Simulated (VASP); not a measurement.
# GaN (P1) in VASP: a series of runs

The runs below take GaN through single point, with HSE06.

Program: VASP 6.6.1. These are calculated values, not measurements. Logs are shortened: lines on timing, memory, paths and dates and some standing lists are left out, and cuts for length are marked.

## (1) The cell of the first run

The typed cell holds 16 atoms: a = 6.378 Å, b = 6.378 Å, c = 5.192 Å, α = 90.00°, β = 90.00°, γ = 120.00°.

## (2) Single point, HSE06

File POSCAR:

```
GaN
1.0
    6.3778600000      0.0000000000      0.0000000000
   -3.1889300000      5.5233900000      0.0000000000
    0.0000000000      0.0000000000      5.1923570000
Ga N
8 8
Direct
    0.3479980000      0.1625090000      0.5021260000
    0.1675850000      0.3385710000      0.9882830000
    0.3276470000      0.6693130000      0.4948660000
    0.1466110000      0.8408010000      0.9960650000
    0.8236910000      0.1757200000      0.4893350000
    0.6653710000      0.3334540000      1.0007710000
    0.8421180000      0.6597250000      0.4974430000
    0.6530750000      0.8342290000      0.9855240000
    0.3307320000      0.1619540000      0.8676370000
    0.1613740000      0.3301200000      0.3737070000
    0.3286710000      0.6683500000      0.8776870000
    0.1669980000      0.8279750000      0.3773920000
    0.8317870000      0.1696950000      0.8479160000
    0.6652000000      0.3315180000      0.3715740000
    0.8226190000      0.6806990000      0.8803530000
    0.6657850000      0.8335840000      0.3637110000
```

File INCAR.step1:

```
  PREC = Accurate
  ENCUT = 520
  EDIFF = 1E-5
  ISMEAR = 0
  SIGMA = 0.01
  LREAL = F
  LASPH = T
  NELM = 120
  ALGO = Normal
  ISIF = 2
  LWAVE = T
  NBANDS = 86
  GGA = PE
  GGA_COMPAT = F
```

File INCAR.step2:

```
  PREC = Accurate
  ENCUT = 520
  EDIFF = 1E-6
  ISMEAR = 0
  SIGMA = 0.01
  LREAL = F
  LASPH = T
  NELM = 120
  ALGO = Normal
  ISIF = 2
  LWAVE = F
  LCHARG = T
  GGA = PE
  LHFCALC = T
  HFSCREEN = 0.2079
  PRECFOCK = Fast
  LELF = T
  LVHAR = T
  NBANDS = 86
  ISTART = 1
  GGA_COMPAT = F
```

File KPOINTS:

```
regular mesh
0
Gamma
  1 1 1
```

Potentials or basis: VASP PAW PBE potentials, release 64 (Ga_d, N).

On the command line:

```sh
$ cat potpaw_PBE.64/Ga_d/POTCAR potpaw_PBE.64/N/POTCAR > POTCAR
$ cp INCAR.step1 INCAR
$ mpirun -np 1 vasp_gam > vasp.out
$ cp INCAR.step2 INCAR
$ mpirun -np 1 vasp_gam > vasp.out
```

OUTCAR:

```text
PREC = Accurate
   ENCUT = 520
   EDIFF = 1E-6
   ISMEAR = 0
   LREAL = F
   LASPH = T
   NELM = 120
   ISIF = 2
   GGA = PE
   LHFCALC = T
   HFSCREEN = 0.2079
   PRECFOCK = Fast
   ISTART = 1

 ion  position               nearest neighbor table
   1  0.348  0.163  0.502-  14 1.88   9 1.90  12 1.96  10 2.07
   2  0.168  0.339  0.988-  11 1.91   9 1.98  13 1.99  10 2.00
   3  0.328  0.669  0.495-  12 1.87  10 1.98  11 1.99  16 1.99
   4  0.147  0.841  0.996-  15 1.89   9 1.90  12 1.99  11 2.05
   5  0.824  0.176  0.489-  14 1.84  13 1.86  10 1.96  16 2.00
   6  0.665  0.333  0.001-  14 1.93   9 1.97  13 1.99  15 2.02
[... 8 lines left out ...]
  15  0.823  0.681  0.880-   8 1.87   4 1.89   7 2.00   6 2.02
  16  0.666  0.834  0.364-   8 1.97   3 1.99   5 2.00   7 2.06

  LATTYP: Found a hexagonal cell.
 ALAT       =     6.3778600000
 C/A-ratio  =     0.8141221350

  Lattice vectors:

 A1 = (   6.3778600000,   0.0000000000,   0.0000000000)
 A2 = (  -3.1889300000,   5.5233900000,   0.0000000000)
 A3 = (   0.0000000000,   0.0000000000,   5.1923570000)

Analysis of symmetry for initial positions (statically):
=====================================================================
 Subroutine PRICEL returns:
 Original cell was already a primitive cell.

 Routine SETGRP: Setting up the symmetry group for a
 hexagonal supercell.

 Subroutine GETGRP returns: Found  1 space group operations
 (whereof  1 operations were pure point group operations)
 out of a pool of 24 trial point group operations.

The static configuration has the point symmetry C_1 .

Analysis of symmetry for dynamics (positions and initial velocities):
=====================================================================
 Subroutine PRICEL returns:
 Original cell was already a primitive cell.

 Routine SETGRP: Setting up the symmetry group for a
 hexagonal supercell.

 Subroutine GETGRP returns: Found  1 space group operations
 (whereof  1 operations were pure point group operations)
 out of a pool of 24 trial point group operations.

The dynamic configuration has the point symmetry C_1 .

 Subroutine INISYM returns: Found  1 space group operations
 (whereof  1 operations are pure point group operations),
 and found     1 'primitive' translations

----------------------------------------------------------------------------------------

                                     Primitive cell

  volume of cell :     182.9133

  direct lattice vectors                    reciprocal lattice vectors
     6.377860000  0.000000000  0.000000000     0.156792404  0.090524117  0.000000000
    -3.188930000  5.523390000  0.000000000     0.000000000  0.181048233  0.000000000
     0.000000000  0.000000000  5.192357000     0.000000000  0.000000000  0.192590764

  length of vectors
     6.377860000  6.377861055  5.192357000     0.181048263  0.181048233  0.192590764

  position of ions in fractional coordinates (direct lattice)
     0.347998000  0.162509000  0.502126000
     0.167585000  0.338571000  0.988283000
     0.327647000  0.669313000  0.494866000
     0.146611000  0.840801000  0.996065000
     0.823691000  0.175720000  0.489335000
     0.665371000  0.333454000  0.000771000
[... 8 lines left out ...]
     0.822619000  0.680699000  0.880353000
     0.665785000  0.833584000  0.363711000

  ion indices of the primitive-cell ions
   primitive index   ion index
                 1           1
                 2           2
                 3           3
                 4           4
                 5           5
                 6           6
[... 8 lines left out ...]
                15          15
                16          16

----------------------------------------------------------------------------------------

 KPOINTS: regular mesh

Automatic generation of k-mesh.
 Grid dimensions read from file:
 generate k-points for:    1    1    1

 Generating k-lattice:

  Cartesian coordinates                     Fractional coordinates (reciprocal lattice)
     0.156792404  0.090524117  0.000000000     1.000000000  0.000000000  0.000000000
     0.000000000  0.181048233  0.000000000     0.000000000  1.000000000  0.000000000
     0.000000000  0.000000000  0.192590764     0.000000000  0.000000000  1.000000000

  Length of vectors
     0.181048263  0.181048233  0.192590764

  Shift w.r.t. Gamma in fractional coordinates (k-lattice)
     0.000000000  0.000000000  0.000000000

 Subroutine IBZKPT returns following result:
 ===========================================

 Found      1 irreducible k-points:

 Following reciprocal coordinates:
            Coordinates               Weight
  0.000000  0.000000  0.000000      1.000000
   k-points           NKPTS =      1   k-points in BZ     NKDIM =      1   number of bands    NBANDS=     86
   number of dos      NEDOS =    301   number of ions     NIONS =     16
   total plane-waves  NPLWV =  92160
   dimension x,y,z NGX =    48 NGY =   48 NGZ =   40
   dimension x,y,z NGXF=    96 NGYF=   96 NGZF=   80
   ions per type =               8   8
   NGX,Y,Z   is equivalent  to a cutoff of  12.51, 12.51, 12.81 a.u.
   NGXF,Y,Z  is equivalent  to a cutoff of  25.02, 25.02, 25.61 a.u.
 SYSTEM =  unknown system
   PREC   = accura    normal or accurate (medium, high low for compatibility)
   ISTART =      1    job   : 0-new  1-cont  2-samecut
   ICHARG =      0    charge: 1-file 2-atom 10-const
   ISPIN  =      1    spin polarized calculation?
   LNONCOLLINEAR =      F non collinear calculations
   LSORBIT =      F    spin-orbit coupling
   LASPH  =      T    aspherical Exc in radial PAW
   ENCUT  =  520.0 eV  38.22 Ry    6.18 a.u.  11.86 11.86  9.65*2*pi/ulx,y,z
   NELM   =    120;   NELMIN=  2; NELMDL=  0     # of ELM steps
   EDIFF  = 0.1E-05   stopping-criterion for ELM
   LREAL  =      F    real-space projection
   EDIFFG = 0.1E-04   stopping-criterion for IOM
   NSW    =      0    number of steps for IOM
   IBRION =     -1    ionic relax: 0-MD 1-quasi-New 2-CG
   NFREE  =      0    steps in history (QN), initial steepest desc. (CG)
   ISIF   =      2    stress and relaxation
   ISYM   =      3    0-nonsym 1-usesym 2-fastsym
   POTIM  = 0.5000    time-step for ionic-motion
   TEBEG  =    0.0;   TEEND  =   0.0 temperature during run
   PSTRESS=    0.0 pullay stress
   NELECT =     144.0000    total number of electrons
   NUPDOWN=      -1.0000    fix difference up-down
   EMIN   =  10.00;   EMAX   =-10.00  energy-range for DOS
   EFERMI =   0.00;   METHOD = LEGACY
   ISMEAR =     0;   SIGMA  =   0.01  broadening in eV -4-tet -1-fermi 0-gaus
   EFERMI_NEDOS =   21; number of points for ismear=-14 and -15
   IALGO  =     38    algorithm
   IMIX   =      1    mixing-type and parameters
     AMIX     =   0.40;   BMIX     =  1.00
     AMIX_MAG =   1.60;   BMIX_MAG =  1.00
  volume/ion in A,a.u.               =      11.43        77.15
  Fermi-wavevector in a.u.,A,eV,Ry     =   1.511636  2.856578 31.089906  2.285044
  Thomas-Fermi vector in A             =   2.621667
   LORBIT       =      0    0 simple, 1 ext, 2 COOP (PROOUT), +10 PAW based schemes
   GGA     = PE    functional components
   LHFCALC =     T    Hartree Fock is set to
   PRECFOCK=fast      Normal, Fast or Accurate (Low or Medium for compatibility)
   ENCUT4O =  -1.0   cutoff for four orbital integrals eV
   NKREDX  =     1    reduce k-point grid by
   NKREDY  =     1    reduce k-point grid by
   NKREDZ  =     1    reduce k-point grid by
   AEXX    =    0.2500 exact exchange contribution
   HFSCREEN=    0.2079 screening length (either q_TF or 0.3 A-1)
   HFSCREENC=   0.2079 screening length for correlation (either q_TF or 0.3 A-1)
   ENCUTFOCK=  -1.0 apply spherical cutoff to Coloumb kernel
   IVDW    =     0    specifies the selected vdW correction
   LEPSILON=     F    determine dielectric tensor
   LRPA    =     F    only Hartree local field effects (RPA)
 non-spin polarized calculation
 Gauss-broadening in eV      SIGMA  =   0.01
  energy-cutoff  :      520.00
  volume of cell :      182.91
 maximum number of plane-waves:      2485
 NGX is ok and might be reduce to    48
  NGX = 24; NGY = 24; NGZ = 20

 number of electron     143.9999992 magnetization

 Free energy of the ion-electron system (eV)
  ---------------------------------------------------
  ext. energy  EPLUGINS =         0.00000000
  ---------------------------------------------------
  free energy    TOTEN  =      -114.63835451 eV

  energy without entropy =     -114.63835451  energy(sigma->0) =     -114.63835451

 E-fermi :   4.7602     XC(G=0):  -9.5239

 val. band max:        4.6648033265   @ k =   0.0000   0.0000   0.0000
 cond. band min:       7.9157522912   @ k =   0.0000   0.0000   0.0000
 fundamental gap:      3.2509489646
 Fermi energy:         4.7602386507

 k-point     1 :       0.0000    0.0000    0.0000
  band No.  band energies     occupation
      1     -13.2480      2.00000
      2     -12.7731      2.00000
      3     -12.5855      2.00000
      4     -12.5378      2.00000
      5     -12.3126      2.00000
      6     -12.1908      2.00000
[... 76 lines left out ...]
     83      12.3807      0.00000
     84      14.7600      0.00000
 [bands above 84 left out]

------------------------ aborting loop because EDIFF is reached ----------------------------------------

  FORCE on cell =-STRESS in cart. coord.  units (eV):
  Direction    XX          YY          ZZ          XY          YZ          ZX
  --------------------------------------------------------------------------------------
  -------------------------------------------------------------------------------------
  Total        6.6563256      4.2405375    -17.5474789      0.5353767     -0.7822284      0.5631144
  in kB       58.3042083     37.1437930   -153.7021967      4.6894811     -6.8517090      4.9324419
  external PRESSURE =     -19.4180651 kB  Pullay stress =       0.0000000 kB

 VOLUME and BASIS-vectors are now :
 -----------------------------------------------------------------------------
  energy-cutoff  :      520.00
  volume of cell :      182.91
      direct lattice vectors                 reciprocal lattice vectors
     6.377860000  0.000000000  0.000000000     0.156792404  0.090524117  0.000000000
    -3.188930000  5.523390000  0.000000000     0.000000000  0.181048233  0.000000000
     0.000000000  0.000000000  5.192357000     0.000000000  0.000000000  0.192590764

 POSITION                                       TOTAL-FORCE (eV/Angst)
 -----------------------------------------------------------------------------------
      1.70125      0.89760      2.60722        -2.571651      0.037386     -0.614244
     -0.01085      1.87006      5.13152        -0.315420     -0.385532      0.405050
     -0.04471      3.69688      2.56952         1.721490     -0.906720     -0.072872
     -1.74619      4.64407      5.17193         1.724779     -0.636819      0.343588
      4.69303      0.97057      2.54080         2.657081     -1.759003     -0.633937
      3.18028      1.84180      0.00400        -0.082450      0.217416     -0.916230
[... 8 lines left out ...]
      3.07585      3.75977      4.57111         1.121021     -1.786649     -0.706715
      1.58804      4.60421      1.88852        -0.013353      0.031021      0.413874
 -----------------------------------------------------------------------------------
    total drift:                                0.002087      0.001857     -0.006900

  FREE ENERGIE OF THE ION-ELECTRON SYSTEM (eV)
  ---------------------------------------------------
  free  energy   TOTEN  =      -114.6383545124 eV

  energy  without entropy=     -114.6383545124  energy(sigma->0) =     -114.63835451
```

It took 3.6 min on 1 thread of AMD EPYC 7R43 (Zen 3), shared host; peak memory 0.35 GiB.

What came out:

| Property | Result |
| --- | --- |
| Free energy | -114.6384 eV |
| Pressure | -1.9 GPa |
| Largest force | 3.249 eV/Å |

Forces on the atoms (eV/Å):
```
Ga  -2.572  0.037 -0.614
Ga  -0.315 -0.386  0.405
Ga   1.721 -0.907 -0.073
Ga   1.725 -0.637  0.344
Ga   2.657 -1.759 -0.634
Ga  -0.082  0.217 -0.916
Ga  -2.070  1.296  0.068
Ga  -0.024  0.866  0.764
N    0.241  0.725  0.705
N    0.615  0.016 -0.291
N   -1.337  0.035 -0.577
N   -0.660  0.827 -0.468
N   -0.470  0.547  1.926
N   -0.537  0.876 -0.346
N    1.121 -1.787 -0.707
N   -0.013  0.031  0.414
```

Stress tensor (GPa, compression positive):
```
  5.83   0.47   0.49
  0.47   3.71  -0.69
  0.49  -0.69 -15.37
```

Caveat: the k points lie up to 1.21 Å⁻¹ apart; the PAW data sets were made with another functional, which shifts forces and pressure a little.

## (3) Single point, HSE06

POSCAR is that of step 2.

File INCAR.step1:

```
SYSTEM = GaN
  ALGO = Normal
  EDIFF = 1E-5
  ENCUT = 520
  GGA = PE
  GGA_COMPAT = .FALSE.
  ISIF = 2
  ISMEAR = 0
  LASPH = .TRUE.
  LREAL = .FALSE.
  LWAVE = .TRUE.
  NBANDS = 86
  NELM = 120
  PREC = Accurate
  SIGMA = 0.01
```

File INCAR.step2:

```
SYSTEM = GaN
  ALGO = Normal
  EDIFF = 1E-6
  ENCUT = 520
  GGA = PE
  GGA_COMPAT = .FALSE.
  HFSCREEN = 0.2079
  ISIF = 2
  ISMEAR = 0
  ISTART = 1
  LASPH = .TRUE.
  LCHARG = .TRUE.
  LELF = .TRUE.
  LHFCALC = .TRUE.
  LREAL = .FALSE.
  LVHAR = .TRUE.
  LWAVE = .FALSE.
  NBANDS = 86
  NELM = 120
  PREC = Accurate
  PRECFOCK = Fast
  SIGMA = 0.01
```

File KPOINTS:

```
k-points
0
G
  1 1 1
  0 0 0
```

Potentials or basis: VASP PAW PBE potentials, release 64 (Ga_d, N).

On the command line:

```sh
$ cat potpaw_PBE.64/Ga_d/POTCAR potpaw_PBE.64/N/POTCAR > POTCAR
$ cp INCAR.step1 INCAR
$ mpirun -np 1 vasp_gam > vasp.out
$ cp INCAR.step2 INCAR
$ mpirun -np 1 vasp_gam > vasp.out
```

Run time: 3 min. Hardware: 1 thread of AMD EPYC 7R43 (Zen 3), shared host; peak memory 0.36 GiB.

Results (log left out):

| Item | Value |
| --- | --- |
| Free energy | -114.6384 eV |
| Pressure | -1.9 GPa |
| Largest force | 3.249 eV/Å |

Forces in eV/Å, atoms in the order of the input:
```
Ga  -2.572  0.037 -0.614
Ga  -0.315 -0.386  0.405
Ga   1.721 -0.907 -0.073
Ga   1.725 -0.637  0.344
Ga   2.657 -1.759 -0.634
Ga  -0.082  0.217 -0.916
Ga  -2.070  1.296  0.068
Ga  -0.024  0.866  0.764
N    0.241  0.725  0.705
N    0.615  0.016 -0.291
N   -1.337  0.035 -0.577
N   -0.660  0.827 -0.468
N   -0.470  0.547  1.926
N   -0.537  0.876 -0.346
N    1.121 -1.787 -0.707
N   -0.013  0.031  0.414
```

Stress tensor (GPa, compression positive):
```
  5.83   0.47   0.49
  0.47   3.71  -0.69
  0.49  -0.69 -15.37
```

Levels at points of the mesh, in eV from the Fermi level:
| k point | band 69 | band 70 | band 71 | band 72 | band 73 | band 74 | band 75 | band 76 |
| --- | --- | --- | --- | --- | --- | --- | --- | --- |
| (0.00, 0.00, 0.00) | -1.15 | -0.25 | -0.15 | -0.10 | 3.16 | 5.52 | 5.96 | 6.18 |

Caveat: the k points lie up to 1.21 Å⁻¹ apart; the PAW data sets were made with another functional, which shifts forces and pressure a little.
